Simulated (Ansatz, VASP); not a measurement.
NbAs: VASP beside Ansatz

```xyz
2
Lattice="0.0000 2.6201 2.6201 2.6201 0.0000 2.6201 2.6201 2.6201 0.0000" Properties=species:S:1:pos:R:3 pbc="T T T"
Nb    2.6201    2.6201    2.6201
As    0.0000    0.0000    0.0000
```

Alike in both runs: task single point; functional PBE; k mesh 12 × 12 × 12; occupations gaussian, width 0.05 eV; no spin polarisation.

```csv
,VASP,Ansatz
version,VASP 6.6.1,Ansatz 0.2.0
potentials or method,"VASP PAW PBE potentials, release 64 (Nb_sv, As), cutoff 520 eV","scalar-relativistic, plane waves, PAW"
valence electrons in the cell,18,28
```

```csv
,VASP,Ansatz,Ansatz less VASP
gap on the k mesh at the Fermi level (eV),none,none,-
pressure (GPa),2.9,2.9,-0.04
```

A gap of «none» marks a metal or a gap that the smearing closes. VASP's potentials hold 18 valence electrons a cell and Ansatz's 28, so a difference there can come from the potentials and not from the codes.
